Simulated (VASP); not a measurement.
# Cu (P6_3/mmc) in VASP: a series of runs, part 2 of 2

VASP 6.6.1.

**3. Single point, r2SCAN (strain along c alone, the other axes held: -6.0 %)**

The input, POSCAR:

```
Cu
1.0
    2.5305027240      0.0000000000      0.0000000000
   -1.2652513620      2.1914796434      0.0000000000
    0.0000000000      0.0000000000      3.8820642254
Cu
2
Direct
    0.3333333333      0.6666666667      0.2500000000
    0.6666666667      0.3333333333      0.7500000000
```

The input, INCAR.step1:

```
PREC     = Accurate       # precision mode
ENCUT    = 520            # plane-wave cutoff, eV
ISMEAR   = 0              # smearing method
SIGMA    = 0.1            # smearing width, eV
LREAL    = F              # projectors in reciprocal space
LASPH    = T              # aspherical terms in the spheres
NELM     = 60             # most SCF steps
NBANDS   = 18             # bands
GGA      = PE             # functional
ALGO     = Normal         # electronic algorithm
EDIFF    = 1E-4           # SCF threshold, eV
LWAVE    = T              # write WAVECAR
LCHARG   = F              # write CHGCAR
```

The input, INCAR.step2:

```
PREC     = Accurate       # precision mode
ENCUT    = 520            # plane-wave cutoff, eV
EDIFF    = 1E-7           # SCF threshold, eV
ISMEAR   = 0              # smearing method
SIGMA    = 0.1            # smearing width, eV
LREAL    = F              # projectors in reciprocal space
LASPH    = T              # aspherical terms in the spheres
NELM     = 60             # most SCF steps
ALGO     = Normal         # electronic algorithm
ISIF     = 2              # what is computed and relaxed
LWAVE    = F              # write WAVECAR
LCHARG   = F              # write CHGCAR
METAGGA  = R2SCAN         # meta-GGA
LMIXTAU  = T            
NBANDS   = 18             # bands
ISTART   = 1
```

The input, KPOINTS:

```
regular mesh
0
Gamma
  24 24 12
```

Potentials or basis: VASP PAW PBE potentials, release 64 (Cu).

The run is started by

```bash
> cat potpaw_PBE.64/Cu/POTCAR > POTCAR
> cp INCAR.step1 INCAR
> mpirun -np 1 vasp_std > vasp.out
> cp INCAR.step2 INCAR
> mpirun -np 1 vasp_std > vasp.out
```

OUTCAR:

```text
PREC = Accurate
   ENCUT = 520
   EDIFF = 1E-7
   ISMEAR = 0
   LREAL = F
   LASPH = T
   NELM = 60
   ISIF = 2
   METAGGA = R2SCAN
   ISTART = 1

 ion  position               nearest neighbor table
   1  0.333  0.667  0.250-   2 2.43   2 2.43   2 2.43   2 2.43   2 2.43   2 2.43
   2  0.667  0.333  0.750-   1 2.43   1 2.43   1 2.43   1 2.43   1 2.43   1 2.43

  LATTYP: Found a hexagonal cell.
 ALAT       =     2.5305027240
 C/A-ratio  =     1.5341079022

  Lattice vectors:

 A1 = (   2.5305027240,   0.0000000000,   0.0000000000)
 A2 = (  -1.2652513620,   2.1914796434,   0.0000000000)
 A3 = (   0.0000000000,   0.0000000000,   3.8820642254)

Analysis of symmetry for initial positions (statically):
=====================================================================
 Subroutine PRICEL returns:
 Original cell was already a primitive cell.

 Routine SETGRP: Setting up the symmetry group for a
 hexagonal supercell.

 Subroutine GETGRP returns: Found 24 space group operations
 (whereof 12 operations were pure point group operations)
 out of a pool of 24 trial point group operations.

The static configuration has the point symmetry D_3d.
 The point group associated with its full space group is D_6h.

Analysis of symmetry for dynamics (positions and initial velocities):
=====================================================================
 Subroutine PRICEL returns:
 Original cell was already a primitive cell.

 Routine SETGRP: Setting up the symmetry group for a
 hexagonal supercell.

 Subroutine GETGRP returns: Found 24 space group operations
 (whereof 12 operations were pure point group operations)
 out of a pool of 24 trial point group operations.

The dynamic configuration has the point symmetry D_3d.
 The point group associated with its full space group is D_6h.

 Subroutine INISYM returns: Found 24 space group operations
 (whereof 12 operations are pure point group operations),
 and found     1 'primitive' translations

[... 110 lines left out ...]
   EFERMI_NEDOS =   21; number of points for ismear=-14 and -15
   IALGO  =     38    algorithm
   IMIX   =      4    mixing-type and parameters
     AMIX     =   0.40;   BMIX     =  1.00
     AMIX_MAG =   1.60;   BMIX_MAG =  1.00
  volume/ion in A,a.u.               =      10.76        72.64
  Fermi-wavevector in a.u.,A,eV,Ry     =   1.648972  3.116106 36.995740  2.719110
  Thomas-Fermi vector in A             =   2.738171
   LORBIT       =      0    0 simple, 1 ext, 2 COOP (PROOUT), +10 PAW based schemes
   METAGGA = R2SCAN    functional components
   LHFCALC =     F    Hartree Fock is set to
   AEXX    =    0.0000 exact exchange contribution
   IVDW    =     0    specifies the selected vdW correction
   LEPSILON=     F    determine dielectric tensor
   LRPA    =     F    only Hartree local field effects (RPA)
 non-spin polarized calculation
 Gauss-broadening in eV      SIGMA  =   0.10
  energy-cutoff  :      520.00
  volume of cell :       21.53
 maximum number of plane-waves:       596
 NGX is ok and might be reduce to    20
   NGX =  9   NGY =  9   NGZ = 15

 number of electron      21.9999985 magnetization

 Free energy of the ion-electron system (eV)
  ---------------------------------------------------
  ext. energy  EPLUGINS =         0.00000000
  ---------------------------------------------------
  free energy    TOTEN  =       -21.53666195 eV

  energy without entropy =      -21.53402070  energy(sigma->0) =      -21.53534132

 E-fermi :   8.6257     XC(G=0): -14.3762

 val. band max:        8.6245484954   @ k =   0.3750   0.0833   0.5000
 cond. band min:       8.6275580979   @ k =   0.2917   0.0000   0.3333
 fundamental gap:      0.0030096024
 Fermi energy:         8.6257036482

 k-point     1 :       0.0000    0.0000    0.0000
  band No.  band energies     occupation
      1      -1.8270      2.00000
      2       2.8811      2.00000
      3       5.1934      2.00000
      4       5.1936      2.00000
      5       5.3924      2.00000
      6       5.4987      2.00000
[... 481 lines left out ...]
      5       4.8979      2.00000
      6       5.3408      2.00000
[... 10 lines left out ...]
     17      22.0424      0.00000
     18      29.3704      0.00000

 [... further k-points ...]

------------------------ aborting loop because EDIFF is reached ----------------------------------------

  FORCE on cell =-STRESS in cart. coord.  units (eV):
  Direction    XX          YY          ZZ          XY          YZ          ZX
  --------------------------------------------------------------------------------------
  -------------------------------------------------------------------------------------
  Total        1.1116663      1.1116663      3.1618869      0.0000000     -0.0000000      0.0000000
  in kB       82.7328668     82.7328668    235.3151823      0.0000000     -0.0000000      0.0000000
  external PRESSURE =     133.5936386 kB  Pullay stress =       0.0000000 kB

 VOLUME and BASIS-vectors are now :
 -----------------------------------------------------------------------------
  energy-cutoff  :      520.00
  volume of cell :       21.53
      direct lattice vectors                 reciprocal lattice vectors
     2.530502724  0.000000000  0.000000000     0.395178393  0.228156352  0.000000000
    -1.265251362  2.191479643  0.000000000     0.000000000  0.456312703  0.000000000
     0.000000000  0.000000000  3.882064225     0.000000000  0.000000000  0.257594914

 POSITION                                       TOTAL-FORCE (eV/Angst)
 -----------------------------------------------------------------------------------
     -0.00000      1.46099      0.97052        -0.000000      0.000000      0.000000
      1.26525      0.73049      2.91155         0.000000     -0.000000      0.000000
 -----------------------------------------------------------------------------------
    total drift:                               -0.000000      0.000000     -0.000000

  FREE ENERGIE OF THE ION-ELECTRON SYSTEM (eV)
  ---------------------------------------------------
  free  energy   TOTEN  =       -21.5366619515 eV

  energy  without entropy=      -21.5340206961  energy(sigma->0) =      -21.53534132
```

OUTCAR.step1:

```text
PREC = Accurate
   ENCUT = 520
   ISMEAR = 0
   LREAL = F
   LASPH = T
[... 728 lines left out ...]
 -----------------------------------------------------------------------------------
     -0.00000      1.46099      0.97052        -0.000000      0.000000     -0.000000
      1.26525      0.73049      2.91155         0.000000     -0.000000      0.000000
 -----------------------------------------------------------------------------------
    total drift:                               -0.000000      0.000000     -0.000000

  FREE ENERGIE OF THE ION-ELECTRON SYSTEM (eV)
  ---------------------------------------------------
  free  energy   TOTEN  =        -7.2538601023 eV

  energy  without entropy=       -7.2511567880  energy(sigma->0) =       -7.25250845
```

It took 9.5 min on 1 thread of Intel Xeon Platinum 8259CL at 2.50GHz (Skylake/Cascade Lake), shared host; peak memory 0.25 GiB.

Results:

| Property | Result |
| --- | --- |
| Free energy | -21.5367 eV |
| Pressure | 13.4 GPa |
| Band gap on the k mesh | zero (bands 11 and 12 overlap by 6.30 eV) |

Stress tensor (GPa, compression positive):
```
 8.27  0.00  0.00
 0.00  8.27  0.00
 0.00  0.00 23.53
```

Levels at points of the mesh, in eV from the Fermi level:
```
           k point  band 8  band 9  band 10  band 11  band 12  band 13  band 14  band 15
(0.00, 0.00, 0.00)   -3.04   -3.04    -1.97    -1.97    -0.65     5.42    21.99    22.77
(0.50, 0.00, 0.00)   -1.99   -1.82    -1.72    -0.20     1.56     8.91     9.72    11.98
(0.00, 0.00, 0.50)   -3.56   -2.21    -2.21    -2.21    -2.21    15.57    15.57    22.83
(0.50, 0.00, 0.50)   -2.21   -1.88    -1.88     0.32     0.32     5.45     5.45    17.16
```

Caveat: the cell differs from its parent crystal (strain along c alone, the other axes held: -6.0 %); the stress differs along the axes, from 8 to 24 GPa; the PAW data sets were made with another functional, which shifts forces and pressure a little.

**4. Single point, r2SCAN (strain along c alone, the other axes held: -4.0 %)**

POSCAR, as its differences from that of step 3:

```diff
@@ -4,3 +4,3 @@
    -1.2652513620      2.1914796434      0.0000000000
-    0.0000000000      0.0000000000      3.8820642254
+    0.0000000000      0.0000000000      3.9646613366
 Cu
```

The input, INCAR.step1:

```
SYSTEM = Cu
  ALGO = Normal
  EDIFF = 1E-4
  ENCUT = 520
  GGA = PE
  ISMEAR = 0
  LASPH = .TRUE.
  LCHARG = .FALSE.
  LREAL = .FALSE.
  LWAVE = .TRUE.
  NBANDS = 18
  NELM = 60
  PREC = Accurate
  SIGMA = 0.1
```

The input, INCAR.step2:

```
SYSTEM = Cu
  ALGO = Normal
  EDIFF = 1E-6
  ENCUT = 520
  ISIF = 2
  ISMEAR = 0
  ISTART = 1
  LASPH = .TRUE.
  LCHARG = .TRUE.
  LELF = .TRUE.
  LMIXTAU = .TRUE.
  LREAL = .FALSE.
  LVHAR = .TRUE.
  LWAVE = .FALSE.
  METAGGA = R2SCAN
  NBANDS = 18
  NELM = 60
  PREC = Accurate
  SIGMA = 0.1
```

The input, KPOINTS:

```
k-points
0
G
  24 24 12
  0 0 0
```

The run is started by

```bash
> cat potpaw_PBE.64/Cu/POTCAR > POTCAR
> cp INCAR.step1 INCAR
> mpirun -np 1 vasp_std > vasp.out
> cp INCAR.step2 INCAR
> mpirun -np 1 vasp_std > vasp.out
```

It took 11 min on 1 thread of Intel Xeon Platinum 8259CL at 2.50GHz (Skylake/Cascade Lake), shared host; peak memory 0.24 GiB.

The run converged. Its results:

```
Free energy            : -21.5921 eV
Pressure               : 8.4 GPa
Band gap on the k mesh : zero (bands 11 and 12 overlap by 6.33 eV)
```

Stress tensor (GPa, compression positive):
```
 5.15  0.00  0.00
 0.00  5.15  0.00
 0.00  0.00 15.02
```

Levels at points of the mesh, in eV from the Fermi level:
```tsv
k point	band 8	band 9	band 10	band 11	band 12	band 13	band 14	band 15
(0.00, 0.00, 0.00)	-2.90	-2.90	-1.93	-1.93	-0.83	4.97	22.13	22.93
(0.50, 0.00, 0.00)	-1.90	-1.76	-1.72	-0.14	1.62	8.67	9.39	11.70
(0.00, 0.00, 0.50)	-3.43	-2.18	-2.18	-2.18	-2.18	14.77	14.77	22.94
(0.50, 0.00, 0.50)	-2.15	-1.81	-1.81	0.38	0.38	5.38	5.38	17.17
```

Caveat: the cell differs from its parent crystal (strain along c alone, the other axes held: -4.0 %); the stress differs along the axes, from 5 to 15 GPa; the PAW data sets were made with another functional, which shifts forces and pressure a little.

**5. Single point, r2SCAN (strain along c alone, the other axes held: -2.0 %)**

POSCAR, as its differences from that of step 4:

```diff
@@ -4,3 +4,3 @@
    -1.2652513620      2.1914796434      0.0000000000
-    0.0000000000      0.0000000000      3.9646613366
+    0.0000000000      0.0000000000      4.0472584477
 Cu
```

The input, INCAR.step1:

```
  ALGO = Normal
  EDIFF = 1E-4
  ENCUT = 520
  GGA = PE
  ISMEAR = 0
  LASPH = True
  LCHARG = False
  LREAL = False
  LWAVE = True
  NBANDS = 18
  NELM = 80
  PREC = Accurate
  SIGMA = 0.1
```

The input, INCAR.step2:

```
  ALGO = Normal
  EDIFF = 1E-6
  ENCUT = 520
  ISIF = 2
  ISMEAR = 0
  ISTART = 1
  LASPH = True
  LCHARG = False
  LMIXTAU = True
  LREAL = False
  LWAVE = False
  METAGGA = R2SCAN
  NBANDS = 18
  NELM = 80
  PREC = Accurate
  SIGMA = 0.1
```

The input, KPOINTS:

```
k-points
0
Gamma
  24 24 12
```

The run is started by

```bash
> cat potpaw_PBE.64/Cu/POTCAR > POTCAR
> cp INCAR.step1 INCAR
> mpirun -np 1 vasp_std > vasp.out
> cp INCAR.step2 INCAR
> mpirun -np 1 vasp_std > vasp.out
```

It took 8.1 min on 1 thread of Intel Xeon Platinum 8259CL at 2.50GHz (Skylake/Cascade Lake), shared host; peak memory 0.25 GiB.

Results (log left out):

```yaml
Free_energy: -21.6245 eV
Pressure: 4.3 GPa
Band_gap_on_the_k_mesh: zero (bands 11 and 12 overlap by 6.36 eV)
```

Stress tensor (GPa, compression positive):
```
2.64 0.00 0.00
0.00 2.64 0.00
0.00 0.00 7.51
```

Levels at points of the mesh, in eV from the Fermi level:
| k point | band 7 | band 8 | band 9 | band 10 | band 11 | band 12 | band 13 | band 14 | band 15 | band 16 |
| --- | --- | --- | --- | --- | --- | --- | --- | --- | --- | --- |
| (0.00, 0.00, 0.00) | -3.00 | -2.76 | -2.76 | -1.89 | -1.89 | -0.98 | 4.56 | 22.28 | 23.10 | 23.10 |
| (0.50, 0.00, 0.00) | -2.92 | -1.82 | -1.71 | -1.70 | -0.07 | 1.67 | 8.47 | 9.09 | 11.46 | 12.21 |
| (0.00, 0.00, 0.50) | -3.31 | -3.31 | -2.13 | -2.13 | -2.13 | -2.13 | 14.01 | 14.01 | 23.06 | 23.06 |
| (0.50, 0.00, 0.50) | -2.08 | -2.08 | -1.74 | -1.74 | 0.45 | 0.45 | 5.33 | 5.33 | 17.20 | 17.20 |

Caveat: the cell differs from its parent crystal (strain along c alone, the other axes held: -2.0 %); the cell stands under pressure; the PAW data sets were made with another functional, which shifts forces and pressure a little.

**6. Single point, r2SCAN (strain along c alone, the other axes held: +2.0 %)**

POSCAR, as its differences from that of step 5:

```diff
@@ -4,3 +4,3 @@
    -1.2652513620      2.1914796434      0.0000000000
-    0.0000000000      0.0000000000      4.0472584477
+    0.0000000000      0.0000000000      4.2124526701
 Cu
```

The input, INCAR.step1:

```
ALGO = Normal
EDIFF = 1E-4
ENCUT = 520
GGA = PE
ISMEAR = 0
LASPH = True
LCHARG = False
LREAL = False
LWAVE = True
NBANDS = 18
NELM = 60
PREC = Accurate
SIGMA = 0.1
```

The input, INCAR.step2:

```
ALGO = Normal
EDIFF = 1E-6
ENCUT = 520
ISIF = 2
ISMEAR = 0
ISTART = 1
LASPH = True
LCHARG = False
LMIXTAU = True
LREAL = False
LWAVE = False
METAGGA = R2SCAN
NBANDS = 18
NELM = 60
PREC = Accurate
SIGMA = 0.1
```

KPOINTS is that of step 5.

Potentials or basis: VASP PAW PBE potentials, release 64 (Cu).

The run is started by

```bash
> cat potpaw_PBE.64/Cu/POTCAR > POTCAR
> cp INCAR.step1 INCAR
> mpirun -np 1 vasp_std > vasp.out
> cp INCAR.step2 INCAR
> mpirun -np 1 vasp_std > vasp.out
```

Wall time 7.6 min (1 thread of Intel Xeon Platinum 8259CL at 2.50GHz (Skylake/Cascade Lake), shared host); peak memory 0.26 GiB.

Results (log left out):

```
Free energy            : -21.6333 eV
Pressure               : -2.2 GPa
Band gap on the k mesh : zero (bands 11 and 12 overlap by 6.42 eV)
```

Stress tensor (GPa, compression positive):
```
-1.24  0.00  0.00
 0.00 -1.24  0.00
 0.00  0.00 -4.17
```

Levels at points of the mesh, in eV from the Fermi level:
```tsv
k point	band 9	band 10	band 11	band 12	band 13	band 14
(0.00, 0.00, 0.00)	-2.55	-1.83	-1.83	-1.24	3.78	22.54
(0.50, 0.00, 0.00)	-1.69	-1.60	0.04	1.76	8.10	8.51
(0.00, 0.00, 0.50)	-2.06	-2.06	-2.06	-2.06	12.59	12.59
(0.50, 0.00, 0.50)	-1.64	-1.64	0.55	0.55	5.22	5.22
```

Caveat: the cell differs from its parent crystal (strain along c alone, the other axes held: +2.0 %); the PAW data sets were made with another functional, which shifts forces and pressure a little.

**7. Summary**

| task | cell | cutoff (eV) | gap on the mesh (eV) | pressure (GPa) |
| --- | --- | --- | --- | --- |
| relaxation of cell and atoms | relaxed to 50 GPa from a = 2.370, b = 2.370, c = 3.870 Å, angles 90.0, 90.0, 120.0°, 2 atoms | 600 | none | 50.1 |
| single point | a = 2.531, b = 2.531, c = 3.882 Å, angles 90.0, 90.0, 120.0°, 2 atoms | 520 | none | 13.4 |
| single point | a = 2.531, b = 2.531, c = 3.965 Å, angles 90.0, 90.0, 120.0°, 2 atoms | 520 | none | 8.4 |
| single point | a = 2.531, b = 2.531, c = 4.047 Å, angles 90.0, 90.0, 120.0°, 2 atoms | 520 | none | 4.3 |
| single point | a = 2.531, b = 2.531, c = 4.212 Å, angles 90.0, 90.0, 120.0°, 2 atoms | 520 | none | -2.2 |

Alike in all rows: level r2SCAN; potentials or basis VASP PAW PBE potentials, release 64 (Cu); no spin polarisation; k mesh 24 × 24 × 12; smearing gaussian 0.1 eV.

Caveats: the PAW data sets were made with another functional, which shifts forces and pressure a little; the cell is relaxed towards a set pressure, so the run minimises the enthalpy, not the energy (at least some runs); the stress differs along the axes, from 8 to 24 GPa (at least some runs); the stress differs along the axes, from 5 to 15 GPa (at least some runs); the cell stands under pressure (at least some runs).

Total energies depend on the potentials used, so only differences within one code and one set of settings carry meaning.

The gap in the log of VASP goes by the Fermi energy; the results here count the filled bands.